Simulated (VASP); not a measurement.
# Si3N4 (P-43m) in VASP: a series of runs

Si3N4 is run at these levels: PBEsol; tasks: relaxation of cell and atoms.

Everything below comes from runs of VASP 6.6.1. Logs are shortened: lines on timing, memory, paths and dates and some standing lists are left out, and cuts for length are marked.

### Step 1. The cell of the first run

Symmetry: P-43m, No. 215, cubic system. Conventional cell: a = 4.131 Å, b = 4.131 Å, c = 4.131 Å, α = 90.00°, β = 90.00°, γ = 90.00°. Si (site symmetry -42m) has 4 N at 1.77 Å within 2.3 Å. N (site symmetry 3m) has 3 Si at 1.77 Å within 2.3 Å.

### Step 2. Relaxation of cell and atoms, PBEsol, target pressure 2 GPa, at which the enthalpy is minimised

File INCAR:

```
SYSTEM = Si3N4
PREC = Accurate ; ENCUT = 600
EDIFF = 1E-6 ; ISMEAR = -1
SIGMA = 0.05 ; LREAL = .False.
LASPH = .True. ; NELM = 60
ALGO = Normal ; ISIF = 3
LWAVE = .False. ; LCHARG = .False.
GGA = PS ; IBRION = 2
NSW = 60 ; EDIFFG = -0.01
PSTRESS = 20.0
```

File KPOINTS:

```
regular mesh
0
Gamma
  7 7 7
  0 0 0
```

File POSCAR:

```
Si3N4
1.0
    4.1307800000      0.0000000000      0.0000000000
    0.0000000000      4.1307800000      0.0000000000
    0.0000000000      0.0000000000      4.1307800000
Si N
3 4
Direct
    0.0000000000      0.0000000000      0.5000000000
    0.5000000000      0.0000000000      0.0000000000
    0.0000000000      0.5000000000      0.0000000000
    0.2395200000      0.2395200000      0.7604800000
    0.7604800000      0.7604800000      0.7604800000
    0.2395200000      0.7604800000      0.2395200000
    0.7604800000      0.2395200000      0.2395200000
```

Potentials or basis: VASP PAW PBE potentials, release 64 (Si, N).

On the command line:

```
cat potpaw_PBE.64/Si/POTCAR potpaw_PBE.64/N/POTCAR > POTCAR
mpirun -np 1 vasp_std > vasp.out
```

OUTCAR:

```text
SYSTEM = Si3N4
   PREC = Accurate
   ENCUT = 600
   EDIFF = 1E-6
   ISMEAR = -1
   LREAL = .False.
   LASPH = .True.
   NELM = 60
   ISIF = 3
   GGA = PS
   IBRION = 2
   NSW = 60
   EDIFFG = -0.01
   PSTRESS = 20.0

 ion  position               nearest neighbor table
   1  0.000  0.000  0.500-   4 1.77   5 1.77   6 1.77   7 1.77   2 2.92   3 2.92   2 2.92   3 2.92
                             3 2.92   3 2.92   2 2.92   2 2.92
   2  0.500  0.000  0.000-   4 1.77   5 1.77   6 1.77   7 1.77   1 2.92   3 2.92   1 2.92   3 2.92
                             1 2.92   3 2.92   1 2.92   3 2.92
   3  0.000  0.500  0.000-   4 1.77   5 1.77   6 1.77   7 1.77   1 2.92   2 2.92   1 2.92   1 2.92
                             2 2.92   1 2.92   2 2.92   2 2.92
   4  0.240  0.240  0.760-   1 1.77   2 1.77   3 1.77
   5  0.760  0.760  0.760-   1 1.77   2 1.77   3 1.77
   6  0.240  0.760  0.240-   1 1.77   2 1.77   3 1.77
   7  0.760  0.240  0.240-   1 1.77   2 1.77   3 1.77

  LATTYP: Found a simple cubic cell.
 ALAT       =     4.1307800000

  Lattice vectors:

 A1 = (   4.1307800000,   0.0000000000,   0.0000000000)
 A2 = (   0.0000000000,   4.1307800000,   0.0000000000)
 A3 = (   0.0000000000,   0.0000000000,   4.1307800000)

Analysis of symmetry for initial positions (statically):
=====================================================================
 Subroutine PRICEL returns:
 Original cell was already a primitive cell.

 Routine SETGRP: Setting up the symmetry group for a
 simple cubic supercell.

 Subroutine GETGRP returns: Found 24 space group operations
 (whereof 24 operations were pure point group operations)
 out of a pool of 48 trial point group operations.

The static configuration has the point symmetry T_d .

Analysis of symmetry for dynamics (positions and initial velocities):
=====================================================================
 Subroutine PRICEL returns:
 Original cell was already a primitive cell.

 Routine SETGRP: Setting up the symmetry group for a
 simple cubic supercell.

 Subroutine GETGRP returns: Found 24 space group operations
 (whereof 24 operations were pure point group operations)
 out of a pool of 48 trial point group operations.

The dynamic configuration has the point symmetry T_d .

 Subroutine INISYM returns: Found 24 space group operations
 (whereof 24 operations are pure point group operations),
 and found     1 'primitive' translations

----------------------------------------------------------------------------------------

                                     Primitive cell

  volume of cell :      70.4849

[... 83 lines left out ...]
 SYSTEM =  Si3N4
   PREC   = accura    normal or accurate (medium, high low for compatibility)
   ISTART =      0    job   : 0-new  1-cont  2-samecut
   ICHARG =      2    charge: 1-file 2-atom 10-const
   ISPIN  =      1    spin polarized calculation?
   LNONCOLLINEAR =      F non collinear calculations
   LSORBIT =      F    spin-orbit coupling
   LASPH  =      T    aspherical Exc in radial PAW
   ENCUT  =  600.0 eV  44.10 Ry    6.64 a.u.   8.25  8.25  8.25*2*pi/ulx,y,z
   NELM   =     60;   NELMIN=  2; NELMDL= -5     # of ELM steps
   EDIFF  = 0.1E-05   stopping-criterion for ELM
   LREAL  =      F    real-space projection
   EDIFFG = -.1E-01   stopping-criterion for IOM
   NSW    =     60    number of steps for IOM
   IBRION =      2    ionic relax: 0-MD 1-quasi-New 2-CG
   NFREE  =      1    steps in history (QN), initial steepest desc. (CG)
   ISIF   =      3    stress and relaxation
   ISYM   =      2    0-nonsym 1-usesym 2-fastsym
   POTIM  = 0.5000    time-step for ionic-motion
   TEBEG  =    0.0;   TEEND  =   0.0 temperature during run
   PSTRESS=   20.0 pullay stress
   NELECT =      32.0000    total number of electrons
   NUPDOWN=      -1.0000    fix difference up-down
   EMIN   =  10.00;   EMAX   =-10.00  energy-range for DOS
   EFERMI =   0.00;   METHOD = LEGACY
   ISMEAR =    -1;   SIGMA  =   0.05  broadening in eV -4-tet -1-fermi 0-gaus
   EFERMI_NEDOS =   21; number of points for ismear=-14 and -15
   IALGO  =     38    algorithm
   IMIX   =      4    mixing-type and parameters
     AMIX     =   0.40;   BMIX     =  1.00
     AMIX_MAG =   1.60;   BMIX_MAG =  1.00
  volume/ion in A,a.u.               =      10.07        67.95
  Fermi-wavevector in a.u.,A,eV,Ry     =   1.258228  2.377707 21.539904  1.583138
  Thomas-Fermi vector in A             =   2.391848
   LORBIT       =      0    0 simple, 1 ext, 2 COOP (PROOUT), +10 PAW based schemes
   GGA     = PS    functional components
   LHFCALC =     F    Hartree Fock is set to
   AEXX    =    0.0000 exact exchange contribution
   IVDW    =     0    specifies the selected vdW correction
   LEPSILON=     F    determine dielectric tensor
   LRPA    =     F    only Hartree local field effects (RPA)
 conjugate gradient relaxation of ions
 non-spin polarized calculation
  energy-cutoff  :      600.00
  volume of cell :       70.48
 maximum number of plane-waves:      2373
 NGX is ok and might be reduce to    36
   NGX = 17   NGY = 17   NGZ = 17

--------------------------------------- Ionic step        1  -------------------------------------------

 number of electron      31.9999999 magnetization

 Free energy of the ion-electron system (eV)
  ---------------------------------------------------
  ext. energy  EPLUGINS =         0.00000000
  ---------------------------------------------------
  free energy    TOTEN  =       -58.52869542 eV

  energy without entropy =      -58.52869542  energy(sigma->0) =      -58.52869542

------------------------ aborting loop because EDIFF is reached ----------------------------------------

  FORCE on cell =-STRESS in cart. coord.  units (eV):
  Direction    XX          YY          ZZ          XY          YZ          ZX
  --------------------------------------------------------------------------------------
  -------------------------------------------------------------------------------------
  Total       -1.7544916     -1.7544916     -1.7544916     -0.0000000     -0.0000000     -0.0000000
  in kB      -39.8809669    -39.8809669    -39.8809669     -0.0000000     -0.0000000     -0.0000000
  external PRESSURE =     -59.8809669 kB  Pullay stress =      20.0000000 kB
[... 159 lines left out ...]
--------------------------------------- Ionic step        5  -------------------------------------------

 number of electron      31.9999998 magnetization

 Free energy of the ion-electron system (eV)
  ---------------------------------------------------
  ext. energy  EPLUGINS =         0.00000000
  ---------------------------------------------------
  free energy    TOTEN  =       -58.54059301 eV

  energy without entropy =      -58.54059301  energy(sigma->0) =      -58.54059301

 E-fermi :   8.0787     XC(G=0): -11.4848

 val. band max:        7.0130406751   @ k =   0.4286   0.4286   0.4286
 cond. band min:       9.6203512138   @ k =   0.0000   0.0000   0.0000
 fundamental gap:      2.6073105387
 Fermi energy:         8.0787341080

 k-point     1 :       0.0000    0.0000    0.0000
  band No.  band energies     occupation
      1     -11.1260      2.00000
      2      -7.0876      2.00000
      3      -7.0876      2.00000
      4      -7.0876      2.00000
      5      -1.6792      2.00000
      6      -1.6792      2.00000
[... 487 lines left out ...]
  energy  without entropy=      -58.5405930116  energy(sigma->0) =      -58.54059301

  enthalpy is  TOTEN    =       -57.6843956348 eV   P V=        0.8561973769

 reached required accuracy - stopping structural energy minimisation
```

Run time: 2.7 min. Hardware: 1 thread of Intel Xeon 8259CL, shared host; peak memory 0.22 GiB.

What came out:

- Free energy: -58.5406 eV
- Relaxed volume: 9.80 Å³/atom
- Relaxed cell: a = 4.093 Å, b = 4.093 Å, c = 4.093 Å, α = 90.00°, β = 90.00°, γ = 90.00°
- Space group after relaxing (to 0.1 Å): P-43m (No. 215)
- Energy change on relaxing (the run minimises the enthalpy): -1.7 meV/atom
- Ionic steps: 5
- Pressure after relaxing: 1.9 GPa
- Band gap on the k mesh: 2.61 eV (least direct gap 2.80 eV)

The path:
```
step  energy change (eV)  largest force (eV/Å)  pressure (GPa)  volume (Å³)
   1              0.0000                0.0478           -3.99        70.48
   2              0.0729                0.5233           10.68        66.72
   3             -0.0111                0.1825            1.88        68.85
   4             -0.0125                0.0503            1.93        68.66
   5             -0.0119                0.0005            1.93        68.59
```

Final structure:
```yaml
crystal:
  lattice:
    - [4.09341, 0.00000, 0.00000]
    - [0.00000, 4.09341, 0.00000]
    - [0.00000, 0.00000, 4.09341]
  atoms:
    - { symbol: Si, position: [0.00000, 0.00000, 0.50000] }
    - { symbol: Si, position: [0.50000, 0.00000, 0.00000] }
    - { symbol: Si, position: [0.00000, 0.50000, 0.00000] }
    - { symbol: N, position: [0.24089, 0.24089, 0.75911] }
    - { symbol: N, position: [0.75911, 0.75911, 0.75911] }
    - { symbol: N, position: [0.24089, 0.75911, 0.24089] }
    - { symbol: N, position: [0.75911, 0.24089, 0.24089] }
```

Caveat: the cell is relaxed towards a set pressure, so the run minimises the enthalpy, not the energy; the PAW data sets were made with another functional, which shifts forces and pressure a little; an odd mesh through Γ misses points on the zone boundary, where band edges can lie.

### Step 3. Relaxation of cell and atoms, PBEsol, target pressure 5 GPa, at which the enthalpy is minimised

File INCAR:

```
PREC = Accurate
ENCUT = 600
EDIFF = 1E-7
ISMEAR = -1
SIGMA = 0.05
LREAL = F
LASPH = T
NELM = 100
ALGO = Normal
ISIF = 3
LWAVE = F
LCHARG = F
GGA = PS
IBRION = 2
NSW = 60
EDIFFG = -0.01
PSTRESS = 50.0
```

File KPOINTS:

```
regular mesh
0
Gamma
  7 7 7
```

POSCAR is that of step 2.

Potentials or basis: VASP PAW PBE potentials, release 64 (Si, N).

On the command line:

```
cat potpaw_PBE.64/Si/POTCAR potpaw_PBE.64/N/POTCAR > POTCAR
mpirun -np 1 vasp_std > vasp.out
```

Wall time 3.1 min (1 thread of Intel Xeon 8259CL, shared host); peak memory 0.22 GiB.

It converged, with:

| Item | Value |
| --- | --- |
| Free energy | -58.5199 eV |
| Relaxed volume | 9.66 Å³/atom |
| Relaxed cell | a = 4.074 Å, b = 4.074 Å, c = 4.074 Å, α = 90.00°, β = 90.00°, γ = 90.00° |
| Space group after relaxing (to 0.1 Å) | P-43m (No. 215) |
| Energy change on relaxing (the run minimises the enthalpy) | +1.3 meV/atom |
| Ionic steps | 6 |
| Pressure after relaxing | 5.1 GPa |
| Largest force after relaxing | 0.004 eV/Å |
| Band gap on the k mesh | 2.60 eV (least direct gap 2.79 eV) |

Forces in eV/Å, atoms in the order of the input:
```
Si   0.000  0.000  0.000
Si   0.000  0.000  0.000
Si   0.000  0.000  0.000
N    0.002  0.002 -0.002
N   -0.002 -0.002 -0.002
N    0.002 -0.002  0.002
N   -0.002  0.002  0.002
```

The path:
```csv
step,energy change (eV),largest force (eV/Å),pressure (GPa),volume (Å³)
1,0.0000,0.0486,-3.98,70.48
2,0.2432,0.8262,19.31,64.89
3,0.0047,0.2890,4.81,68.09
4,0.0062,0.2961,5.00,68.04
5,0.0062,0.0781,5.07,67.74
6,0.0088,0.0035,5.10,67.64
```

Final structure:
```cif
data_structure
_symmetry_space_group_name_H-M 'P 1'
_symmetry_Int_Tables_number 1
_cell_length_a 4.0744
_cell_length_b 4.0744
_cell_length_c 4.0744
_cell_angle_alpha 90.000
_cell_angle_beta 90.000
_cell_angle_gamma 90.000
_cell_volume 67.64
loop_
_atom_site_label
_atom_site_type_symbol
_atom_site_fract_x
_atom_site_fract_y
_atom_site_fract_z
_atom_site_occupancy
Si1 Si 0.00000 0.00000 0.50000 1
Si2 Si 0.50000 0.00000 0.00000 1
Si3 Si 0.00000 0.50000 0.00000 1
N1 N 0.24177 0.24177 0.75823 1
N2 N 0.75823 0.75823 0.75823 1
N3 N 0.24177 0.75823 0.24177 1
N4 N 0.75823 0.24177 0.24177 1
```

Levels at points of the mesh, in eV from the valence-band top:
| k point | band 13 | band 14 | band 15 | band 16 | band 17 | band 18 | band 19 | band 20 |
| --- | --- | --- | --- | --- | --- | --- | --- | --- |
| (0.00, 0.00, 0.00) | -3.31 | -0.19 | -0.19 | -0.19 | 2.60 | 2.60 | 2.60 | 4.62 |

Caveat: the cell is relaxed towards a set pressure, so the run minimises the enthalpy, not the energy; the PAW data sets were made with another functional, which shifts forces and pressure a little; an odd mesh through Γ misses points on the zone boundary, where band edges can lie.
